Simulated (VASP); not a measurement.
Here is a VASP 6.6.1 calculation.

The input POSCAR:

```
NaH
1.0
    0.0000000000      2.3975122873      2.3975122873
    2.3975122873      0.0000000000      2.3975122873
    2.3975122873      2.3975122873      0.0000000000
Na H
1 1
Direct
    0.0000000000      0.0000000000      0.0000000000
    0.5000000000      0.5000000000      0.5000000000
```

File INCAR.step1:

```
ALGO = Normal ; EDIFF = 1E-5
ENCUT = 400 ; GGA = PE
GGA_COMPAT = False ; ISIF = 2
ISMEAR = 0 ; LASPH = True
LCHARG = False ; LREAL = False
LWAVE = True ; NBANDS = 11
NELM = 120 ; PREC = Accurate
SIGMA = 0.01
```

File INCAR.step2:

```
AEXX = 0.75 ; ALGO = Normal
EDIFF = 1E-6 ; ENCUT = 400
GGA = PE ; GGA_COMPAT = False
HFSCREEN = 0.5 ; ISIF = 2
ISMEAR = 0 ; ISTART = 1
LASPH = True ; LCHARG = False
LHFCALC = True ; LREAL = False
LWAVE = False ; NBANDS = 11
NELM = 120 ; PREC = Accurate
PRECFOCK = Normal ; SIGMA = 0.01
```

Contents of KPOINTS:

```
k-points
0
Gamma
  4 4 4
```

Potentials or basis: VASP PAW PBE potentials, release 64 (Na_pv, H).

Command:

```sh
$ cat potpaw_PBE.64/Na_pv/POTCAR potpaw_PBE.64/H/POTCAR > POTCAR
$ cp INCAR.step1 INCAR
$ mpirun -np 1 vasp_std > vasp.out
$ cp INCAR.step2 INCAR
$ mpirun -np 1 vasp_std > vasp.out
```

Q: What does it give for the pressure?

A: -0.9 GPa.

Q: What does it give for the band gap on the k mesh?

A: 5.33 eV (least direct gap 6.29 eV).

Caveat: the k points lie up to 0.57 Å⁻¹ apart; the PAW data sets were made with another functional, which shifts forces and pressure a little. A k mesh can miss the band edges.
